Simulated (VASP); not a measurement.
# Mo (Im-3m) in VASP: further runs

Mo is run at these levels: PBEsol; tasks: relaxation of cell and atoms.

All numbers are computed with VASP 6.6.1; they aren't measurements. Logs are shortened: lines on timing, memory, paths and dates and some standing lists are left out, and cuts for length are marked.

### Step 1. The cell of the first run

It takes space group Im-3m (No. 229, cubic). The conventional cell has a = 3.147 Å, b = 3.147 Å, c = 3.147 Å, α = 90.00°, β = 90.00°, γ = 90.00°. Within 3.6 Å of Mo (site symmetry m-3m) lie 14 Mo at 2.73 to 3.15 Å.

### Step 2. Relaxation of cell and atoms, PBEsol, target pressure 2 GPa, at which the enthalpy is minimised

INCAR reads:

```
SYSTEM = Mo
PREC = Accurate
ENCUT = 600
EDIFF = 1E-7
ISMEAR = 0
SIGMA = 0.1
LREAL = .False.
LASPH = .True.
NELM = 60
ALGO = Normal
ISIF = 3
LWAVE = .False.
LCHARG = .False.
GGA = PS
IBRION = 2
NSW = 80
EDIFFG = -0.01
PSTRESS = 20.0
```

KPOINTS reads:

```
regular mesh
0
Gamma
  15 15 15
  0 0 0
```

POSCAR reads:

```
Mo
1.0
   -1.5734150000      1.5734150000      1.5734150000
    1.5734150000     -1.5734150000      1.5734150000
    1.5734150000      1.5734150000     -1.5734150000
Mo
1
Direct
    0.0000000000      0.0000000000      0.0000000000
```

Potentials or basis: VASP PAW PBE potentials, release 64 (Mo_sv).

Command:

```bash
$ cat potpaw_PBE.64/Mo_sv/POTCAR > POTCAR
$ mpirun -np 1 vasp_std > vasp.out
```

OUTCAR:

```text
SYSTEM = Mo
   PREC = Accurate
   ENCUT = 600
   EDIFF = 1E-7
   ISMEAR = 0
   LREAL = .False.
   LASPH = .True.
   NELM = 60
   ISIF = 3
   GGA = PS
   IBRION = 2
   NSW = 80
   EDIFFG = -0.01
   PSTRESS = 20.0

 ion  position               nearest neighbor table
   1  0.000  0.000  0.000-

  LATTYP: Found a body centered cubic cell.
 ALAT       =     3.1468300000

  Lattice vectors:

 A1 = (  -1.5734150000,   1.5734150000,   1.5734150000)
 A2 = (   1.5734150000,  -1.5734150000,   1.5734150000)
 A3 = (   1.5734150000,   1.5734150000,  -1.5734150000)

Analysis of symmetry for initial positions (statically):
=====================================================================
 Subroutine PRICEL returns:
 Original cell was already a primitive cell.

 Routine SETGRP: Setting up the symmetry group for a
 body centered cubic supercell.

 Subroutine GETGRP returns: Found 48 space group operations
[... 9 lines left out ...]

 Routine SETGRP: Setting up the symmetry group for a
 body centered cubic supercell.

 Subroutine GETGRP returns: Found 48 space group operations
[... 11 lines left out ...]
                                     Primitive cell

  volume of cell :      15.5808

  direct lattice vectors                    reciprocal lattice vectors
    -1.573415000  1.573415000  1.573415000     0.000000000  0.317780115  0.317780115
     1.573415000 -1.573415000  1.573415000     0.317780115  0.000000000  0.317780115
     1.573415000  1.573415000 -1.573415000     0.317780115  0.317780115  0.000000000

  length of vectors
     2.725234721  2.725234721  2.725234721     0.449408949  0.449408949  0.449408949

  position of ions in fractional coordinates (direct lattice)
     0.000000000  0.000000000  0.000000000

  ion indices of the primitive-cell ions
   primitive index   ion index
                 1           1

----------------------------------------------------------------------------------------

 KPOINTS: regular mesh

Automatic generation of k-mesh.
 Grid dimensions read from file:
 generate k-points for:   15   15   15

 Generating k-lattice:

  Cartesian coordinates                     Fractional coordinates (reciprocal lattice)
     0.000000000  0.021185341  0.021185341     0.066666667  0.000000000  0.000000000
     0.021185341  0.000000000  0.021185341     0.000000000  0.066666667  0.000000000
     0.021185341  0.021185341  0.000000000     0.000000000  0.000000000  0.066666667

  Length of vectors
     0.029960597  0.029960597  0.029960597

  Shift w.r.t. Gamma in fractional coordinates (k-lattice)
     0.000000000  0.000000000  0.000000000

 Subroutine IBZKPT returns following result:
 ===========================================

 Found    120 irreducible k-points:

 Following reciprocal coordinates:
            Coordinates               Weight
  0.000000  0.000000  0.000000      1.000000
  0.066667  0.000000  0.000000     12.000000
  0.133333  0.000000  0.000000     12.000000
  0.200000  0.000000  0.000000     12.000000
  0.266667  0.000000  0.000000     12.000000
  0.333333  0.000000  0.000000     12.000000
[... 16 lines left out ...]
  0.333333  0.200000  0.000000     48.000000
  0.400000  0.200000  0.000000     24.000000
 [... further k-points ...]
   k-points           NKPTS =    120   k-points in BZ     NKDIM =    120   number of bands    NBANDS=     11
   number of dos      NEDOS =    301   number of ions     NIONS =      1
   total plane-waves  NPLWV =  13824
   dimension x,y,z NGX =    24 NGY =   24 NGZ =   24
   dimension x,y,z NGXF=    48 NGYF=   48 NGZF=   48
   ions per type =               1
   NGX,Y,Z   is equivalent  to a cutoff of  14.64, 14.64, 14.64 a.u.
   NGXF,Y,Z  is equivalent  to a cutoff of  29.28, 29.28, 29.28 a.u.
 SYSTEM =  Mo
   PREC   = accura    normal or accurate (medium, high low for compatibility)
   ISTART =      0    job   : 0-new  1-cont  2-samecut
   ICHARG =      2    charge: 1-file 2-atom 10-const
   ISPIN  =      1    spin polarized calculation?
   LNONCOLLINEAR =      F non collinear calculations
   LSORBIT =      F    spin-orbit coupling
   LASPH  =      T    aspherical Exc in radial PAW
   ENCUT  =  600.0 eV  44.10 Ry    6.64 a.u.   5.44  5.44  5.44*2*pi/ulx,y,z
   NELM   =     60;   NELMIN=  2; NELMDL= -5     # of ELM steps
   EDIFF  = 0.1E-06   stopping-criterion for ELM
   LREAL  =      F    real-space projection
   EDIFFG = -.1E-01   stopping-criterion for IOM
   NSW    =     80    number of steps for IOM
   IBRION =      2    ionic relax: 0-MD 1-quasi-New 2-CG
   NFREE  =      1    steps in history (QN), initial steepest desc. (CG)
   ISIF   =      3    stress and relaxation
   ISYM   =      2    0-nonsym 1-usesym 2-fastsym
   POTIM  = 0.5000    time-step for ionic-motion
   TEBEG  =    0.0;   TEEND  =   0.0 temperature during run
   PSTRESS=   20.0 pullay stress
   NELECT =      14.0000    total number of electrons
   NUPDOWN=      -1.0000    fix difference up-down
   EMIN   =  10.00;   EMAX   =-10.00  energy-range for DOS
   EFERMI =   0.00;   METHOD = LEGACY
   ISMEAR =     0;   SIGMA  =   0.10  broadening in eV -4-tet -1-fermi 0-gaus
   EFERMI_NEDOS =   21; number of points for ismear=-14 and -15
   IALGO  =     38    algorithm
   IMIX   =      4    mixing-type and parameters
     AMIX     =   0.40;   BMIX     =  1.00
     AMIX_MAG =   1.60;   BMIX_MAG =  1.00
  volume/ion in A,a.u.               =      15.58       105.14
  Fermi-wavevector in a.u.,A,eV,Ry     =   1.579747  2.985289 33.954710  2.495601
  Thomas-Fermi vector in A             =   2.680079
   LORBIT       =      0    0 simple, 1 ext, 2 COOP (PROOUT), +10 PAW based schemes
   GGA     = PS    functional components
   LHFCALC =     F    Hartree Fock is set to
   AEXX    =    0.0000 exact exchange contribution
   IVDW    =     0    specifies the selected vdW correction
   LEPSILON=     F    determine dielectric tensor
   LRPA    =     F    only Hartree local field effects (RPA)
 conjugate gradient relaxation of ions
 non-spin polarized calculation
 Gauss-broadening in eV      SIGMA  =   0.10
  energy-cutoff  :      600.00
  volume of cell :       15.58
 maximum number of plane-waves:       539
 NGX is ok and might be reduce to    24
   NGX = 11   NGY = 11   NGZ = 11

--------------------------------------- Ionic step        1  -------------------------------------------

 number of electron      14.0000002 magnetization

 Free energy of the ion-electron system (eV)
  ---------------------------------------------------
  ext. energy  EPLUGINS =         0.00000000
  ---------------------------------------------------
  free energy    TOTEN  =       -11.77432585 eV

  energy without entropy =      -11.77071482  energy(sigma->0) =      -11.77252034

------------------------ aborting loop because EDIFF is reached ----------------------------------------

  FORCE on cell =-STRESS in cart. coord.  units (eV):
  Direction    XX          YY          ZZ          XY          YZ          ZX
  --------------------------------------------------------------------------------------
  -------------------------------------------------------------------------------------
  Total       -0.3668592     -0.3668592     -0.3668592      0.0000000      0.0000000      0.0000000
  in kB      -37.7242045    -37.7242045    -37.7242045      0.0000000      0.0000000      0.0000000
  external PRESSURE =     -57.7242045 kB  Pullay stress =      20.0000000 kB

 VOLUME and BASIS-vectors are now :
 -----------------------------------------------------------------------------
  energy-cutoff  :      600.00
  volume of cell :       15.58
      direct lattice vectors                 reciprocal lattice vectors
    -1.573415000  1.573415000  1.573415000     0.000000000  0.317780115  0.317780115
     1.573415000 -1.573415000  1.573415000     0.317780115  0.000000000  0.317780115
     1.573415000  1.573415000 -1.573415000     0.317780115  0.317780115  0.000000000
[... 81 lines left out ...]
  FREE ENERGIE OF THE ION-ELECTRON SYSTEM (eV)
  ---------------------------------------------------
  free  energy   TOTEN  =       -11.7762975566 eV

  energy  without entropy=      -11.7725409860  energy(sigma->0) =      -11.77441927

  enthalpy is  TOTEN    =       -11.5856887147 eV   P V=        0.1906088419

--------------------------------------- Ionic step        4  -------------------------------------------

 number of electron      14.0000000 magnetization

 Free energy of the ion-electron system (eV)
  ---------------------------------------------------
  ext. energy  EPLUGINS =         0.00000000
  ---------------------------------------------------
  free energy    TOTEN  =       -11.77620870 eV

  energy without entropy =      -11.77244825  energy(sigma->0) =      -11.77432848

 E-fermi :  12.7925     XC(G=0): -13.6651

 val. band max:       12.7454816117   @ k =  -0.2667   0.3333   0.1333
 cond. band min:      12.8113931907   @ k =   0.1333   0.0667   0.0000
 fundamental gap:      0.0659115789
 Fermi energy:        12.7924708541

 k-point     1 :       0.0000    0.0000    0.0000
  band No.  band energies     occupation
      1     -48.3517      2.00000
      2     -21.5815      2.00000
      3     -21.5815      2.00000
      4     -21.5815      2.00000
      5       5.4909      2.00000
      6      11.4358      2.00000
      7      11.4358      2.00000
      8      11.4358      2.00000
      9      14.5398      0.00000
     10      14.5398      0.00000
     11      27.6968      0.00000

 k-point     2 :       0.0667    0.0000    0.0000
  band No.  band energies     occupation
      1     -48.3393      2.00000
      2     -21.6522      2.00000
      3     -21.6031      2.00000
      4     -21.5821      2.00000
      5       5.6934      2.00000
      6      11.3202      2.00000
      7      11.4159      2.00000
      8      11.6271      2.00000
      9      14.3695      0.00000
     10      14.5425      0.00000
     11      27.8511      0.00000
[... 295 lines left out ...]
 k-point    24 :       0.4000    0.2000    0.0000
  band No.  band energies     occupation
      1     -48.0350      2.00000
      2     -22.9200      2.00000
      3     -22.2876      2.00000
      4     -21.7384      2.00000
      5       8.3854      2.00000
      6       9.6700      2.00000
      7      11.8723      2.00000
      8      14.4497      0.00000
      9      15.6760      0.00000
     10      20.5758      0.00000
     11      23.8133      0.00000

 [... further k-points ...]
[... 5 lines left out ...]
  --------------------------------------------------------------------------------------
  -------------------------------------------------------------------------------------
  Total        0.1894252      0.1894252      0.1894252     -0.0000000      0.0000000      0.0000000
  in kB       19.8854871     19.8854871     19.8854871     -0.0000000      0.0000000      0.0000000
  external PRESSURE =      -0.1145129 kB  Pullay stress =      20.0000000 kB

 VOLUME and BASIS-vectors are now :
 -----------------------------------------------------------------------------
  energy-cutoff  :      600.00
  volume of cell :       15.26
      direct lattice vectors                 reciprocal lattice vectors
    -1.562610336  1.562610336  1.562610336     0.000000000  0.319977405  0.319977405
     1.562610336 -1.562610336  1.562610336     0.319977405  0.000000000  0.319977405
     1.562610336  1.562610336 -1.562610336     0.319977405  0.319977405  0.000000000

 POSITION                                       TOTAL-FORCE (eV/Angst)
 -----------------------------------------------------------------------------------
      1.56261      1.56261     -1.56261        -0.000000     -0.000000      0.000000
 -----------------------------------------------------------------------------------
    total drift:                                0.000000      0.000000     -0.000000

  FREE ENERGIE OF THE ION-ELECTRON SYSTEM (eV)
  ---------------------------------------------------
  free  energy   TOTEN  =       -11.7762086996 eV

  energy  without entropy=      -11.7724482506  energy(sigma->0) =      -11.77432848

  enthalpy is  TOTEN    =       -11.5856926872 eV   P V=        0.1905160123

 reached required accuracy - stopping structural energy minimisation
```

Wall time 18 s (1 thread of Intel Xeon 6975P-C (Granite Rapids), shared host); peak memory 0.16 GiB.

What came out:

```
Free energy                                            : -11.7762 eV
Relaxed volume                                         : 15.26 Å³/atom
Relaxed cell                                           : a = 2.707 Å, b = 2.707 Å, c = 2.707 Å, α = 109.47°, β = 109.47°, γ = 109.47°
Space group after relaxing (to 0.05 Å)                 : Im-3m (No. 229)
Energy change on relaxing (the enthalpy is what falls) : -1.9 meV/atom
Ionic steps                                            : 4
Pressure after relaxing                                : 2.0 GPa
Band gap on the k mesh                                 : zero (band 7 reaches 16.69 eV, above the bottom of band 8 at 11.44 eV)
```

The path:
| step | energy change (eV) | largest force (eV/Å) | pressure (GPa) | volume (Å³) |
| --- | --- | --- | --- | --- |
| 1 | 0.0000 | 0.0000 | -3.77 | 15.58 |
| 2 | 0.0643 | 0.0000 | 22.23 | 14.35 |
| 3 | -0.0020 | 0.0000 | 1.85 | 15.27 |
| 4 | -0.0019 | 0.0000 | 1.99 | 15.26 |

Final structure:
```xyz
1
Lattice="-1.5626 1.5626 1.5626 1.5626 -1.5626 1.5626 1.5626 1.5626 -1.5626" Properties=species:S:1:pos:R:3 pbc="T T T"
Mo    1.5626    1.5626   -1.5626
```

Caveat: the cell is relaxed towards a set pressure, so the enthalpy falls and the energy may rise; the PAW data sets were made with another functional, which shifts forces and pressure a little.

### Step 3. Relaxation of cell and atoms, PBEsol, target pressure 5 GPa, at which the enthalpy is minimised

INCAR reads:

```
  ALGO = Normal
  EDIFF = 1E-7
  EDIFFG = -0.01
  ENCUT = 600
  GGA = PS
  IBRION = 2
  ISIF = 3
  ISMEAR = 0
  LASPH = True
  LCHARG = False
  LREAL = False
  LWAVE = False
  NELM = 60
  NSW = 80
  PREC = Accurate
  PSTRESS = 50.0
  SIGMA = 0.1
```

KPOINTS reads:

```
k-points
0
Gamma
  15 15 15
```

POSCAR is that of step 2.

Potentials or basis: VASP PAW PBE potentials, release 64 (Mo_sv).

Command:

```bash
$ cat potpaw_PBE.64/Mo_sv/POTCAR > POTCAR
$ mpirun -np 1 vasp_std > vasp.out
```

Wall time 19 s (1 thread of Intel Xeon 6975P-C (Granite Rapids), shared host); peak memory 0.17 GiB.

The run converged. Its results:

```
Free energy                                            : -11.7729 eV
Relaxed volume                                         : 15.11 Å³/atom
Relaxed cell                                           : a = 2.697 Å, b = 2.697 Å, c = 2.697 Å, α = 109.47°, β = 109.47°, γ = 109.47°
Space group after relaxing (to 0.05 Å)                 : Im-3m (No. 229)
Energy change on relaxing (the enthalpy is what falls) : +1.4 meV/atom
Ionic steps                                            : 4
Pressure after relaxing                                : 5.0 GPa
Band gap on the k mesh                                 : zero (band 7 reaches 16.91 eV, above the bottom of band 8 at 11.58 eV)
```

Step by step:
| step | energy change (eV) | largest force (eV/Å) | pressure (GPa) | volume (Å³) |
| --- | --- | --- | --- | --- |
| 1 | 0.0000 | 0.0000 | -3.77 | 15.58 |
| 2 | 0.1816 | 0.0000 | 39.60 | 13.74 |
| 3 | 0.0009 | 0.0000 | 4.61 | 15.13 |
| 4 | 0.0014 | 0.0000 | 4.97 | 15.11 |

Final structure:
```xyz
1
Lattice="-1.5574 1.5574 1.5574 1.5574 -1.5574 1.5574 1.5574 1.5574 -1.5574" Properties=species:S:1:pos:R:3 pbc="T T T"
Mo    1.5574    1.5574   -1.5574
```

Levels at points of the mesh, in eV from the Fermi level:
```
           k point  band 4  band 5  band 6  band 7  band 8  band 9  band 10  band 11
(0.00, 0.00, 0.00)  -34.35   -7.33   -1.38   -1.38   -1.38    1.76     1.76    14.92
```

Caveat: the cell is relaxed towards a set pressure, so the enthalpy falls and the energy may rise; the PAW data sets were made with another functional, which shifts forces and pressure a little.

### Step 4. Relaxation of cell and atoms, PBEsol, target pressure 10 GPa, at which the enthalpy is minimised

INCAR reads:

```
PREC = Accurate
ENCUT = 600
EDIFF = 1E-7
ISMEAR = 0
SIGMA = 0.1
LREAL = F
LASPH = T
NELM = 80
ALGO = Normal
ISIF = 3
LWAVE = F
LCHARG = F
GGA = PS
IBRION = 2
NSW = 80
EDIFFG = -0.01
PSTRESS = 100.0
```

KPOINTS reads:

```
regular mesh
0
Gamma
  15 15 15
```

POSCAR is that of step 3.

Command:

```bash
$ cat potpaw_PBE.64/Mo_sv/POTCAR > POTCAR
$ mpirun -np 1 vasp_std > vasp.out
```

It took 29 s on 1 thread of Intel Xeon 6975P-C (Granite Rapids), shared host; peak memory 0.17 GiB.

The run converged. Its results:

* Free energy: -11.7617 eV
* Relaxed volume: 14.87 Å³/atom
* Relaxed cell: a = 2.683 Å, b = 2.683 Å, c = 2.683 Å, α = 109.47°, β = 109.47°, γ = 109.47°
* Space group after relaxing (to 0.05 Å): Im-3m (No. 229)
* Energy change on relaxing (the enthalpy is what falls): +12.7 meV/atom
* Ionic steps: 7
* Pressure after relaxing: 10.0 GPa
* Band gap on the k mesh: zero (band 7 reaches 17.27 eV, above the bottom of band 8 at 11.82 eV)

Step by step:
```
step  energy change (eV)  largest force (eV/Å)  pressure (GPa)  volume (Å³)
   1              0.0000                0.0000           -3.77        15.58
   2              0.5311                0.0000           76.42        12.75
   3              0.0101                0.0000            9.05        14.91
   4              0.0123                0.0000            9.86        14.87
   5              0.0131                0.0000           10.16        14.86
   6              0.0114                0.0000            9.57        14.89
   7              0.0127                0.0000           10.00        14.87
```

Final structure:
```cif
data_structure
_symmetry_space_group_name_H-M 'P 1'
_symmetry_Int_Tables_number 1
_cell_length_a 2.6830
_cell_length_b 2.6830
_cell_length_c 2.6830
_cell_angle_alpha 109.471
_cell_angle_beta 109.471
_cell_angle_gamma 109.471
_cell_volume 14.87
loop_
_atom_site_label
_atom_site_type_symbol
_atom_site_fract_x
_atom_site_fract_y
_atom_site_fract_z
_atom_site_occupancy
Mo1 Mo 0.00000 0.00000 0.00000 1
```

Levels at points of the mesh, in eV from the Fermi level:
```csv
k point,band 4,band 5,band 6,band 7,band 8,band 9,band 10,band 11
"(0.00, 0.00, 0.00)",-34.32,-7.39,-1.41,-1.41,-1.41,1.79,1.79,14.93
```

Caveat: the cell is relaxed towards a set pressure, so the enthalpy falls and the energy may rise; the PAW data sets were made with another functional, which shifts forces and pressure a little.

### Step 5. Overview

```tsv
cell	gap on the mesh (eV)	pressure (GPa)
relaxed to 2 GPa	none	2.0
relaxed to 5 GPa	none	5.0
relaxed to 10 GPa	none	10.0
```

Alike in all rows: task relaxation of cell and atoms; level PBEsol; potentials or basis VASP PAW PBE potentials, release 64 (Mo_sv); no spin polarisation; k mesh 15 × 15 × 15; cutoff (eV) 600; smearing gaussian 0.1 eV.

Caveats: the cell is relaxed towards a set pressure, so the enthalpy falls and the energy may rise; the PAW data sets were made with another functional, which shifts forces and pressure a little.

Total energies depend on the potentials used, so only differences within one code and one set of settings carry meaning.
